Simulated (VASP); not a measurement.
Wanted: the native input for a VASP 6.6.1 run.

| Item | Value |
| --- | --- |
| Task | single point |
| Functional | LDA |
| Potentials or basis | VASP PAW LDA potentials, release 64 (Zr_sv, H) |
| Cutoff | 520 eV |
| k mesh | 12 × 12 × 12 |
| Occupations | methfessel-paxton, width 0.15 eV |
| Spin | no spin polarisation |
| Dipole correction | no |
| Further INCAR settings | ALGO = Normal; EDIFF = 1e-06; NBANDS = 14 |

The structure of ZrH lies in POSCAR:

```
ZrH
1.0
   -1.6439080000      1.6439080000      2.5043990000
    1.6439080000     -1.6439080000      2.5043990000
    1.6439080000      1.6439080000     -2.5043990000
Zr H
1 1
Direct
    0.0000000000      0.0000000000      0.0000000000
    0.7500000000      0.2500000000      0.5000000000
```

The input as run:

INCAR

```
SYSTEM = ZrH
PREC = Accurate
ENCUT = 520
EDIFF = 1E-6
ISMEAR = 1
SIGMA = 0.15
LREAL = .FALSE.
LASPH = .TRUE.
NELM = 80
ALGO = Normal
ISIF = 2
LWAVE = .FALSE.
LCHARG = .FALSE.
NBANDS = 14
```

KPOINTS

```
regular mesh
0
G
  12 12 12
  0 0 0
```

Potentials or basis: VASP PAW LDA potentials, release 64 (Zr_sv, H).

The run is started by

```sh
$ cat potpaw_LDA.64/Zr_sv/POTCAR potpaw_LDA.64/H/POTCAR > POTCAR
$ mpirun -np 1 vasp_std > vasp.out
```

It gave:

```json
{"Pressure": "-6.7 GPa"}
```

Run time: 35 s on 1 thread of Intel(R) Xeon(R) Platinum 8488C (Sapphire Rapids), on a shared host, peak memory 0.19 GiB.
